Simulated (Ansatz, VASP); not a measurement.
# One calculation of GaSb, two programs

```
CELL_PARAMETERS angstrom
-2.57230 2.57230 1.77090
2.57230 -2.57230 1.77090
2.57230 2.57230 -1.77090
ATOMIC_POSITIONS crystal
Ga 0.25000 0.75000 0.50000
Sb 0.00000 0.00000 0.00000
```

Alike in both runs: task single point; functional PBE; k mesh 16 × 16 × 16; occupations gaussian, width 0.15 eV; no spin polarisation.

|  | VASP | Ansatz |
| --- | --- | --- |
| version | VASP 6.6.1 | Ansatz 0.2.0 |
| potentials or method | VASP PAW PBE potentials, release 64 (Ga_d, Sb), cutoff 520 eV | scalar-relativistic, plane waves, PAW |
| valence electrons in the cell | 18 | 28 |

```csv
,VASP,Ansatz,Ansatz less VASP
gap on the k mesh at the Fermi level (eV),none,none,-
pressure (GPa),4.4,4.4,+0.01
"traceless stress, the component that is largest in VASP (GPa)",-4.18,-4.11,+0.071
```

A gap of «none» marks a metal or a gap that the smearing closes. VASP's potentials hold 18 valence electrons a cell and Ansatz's 28, so a difference there can come from the potentials and not from the codes.

Neither program's run includes spin-orbit coupling.
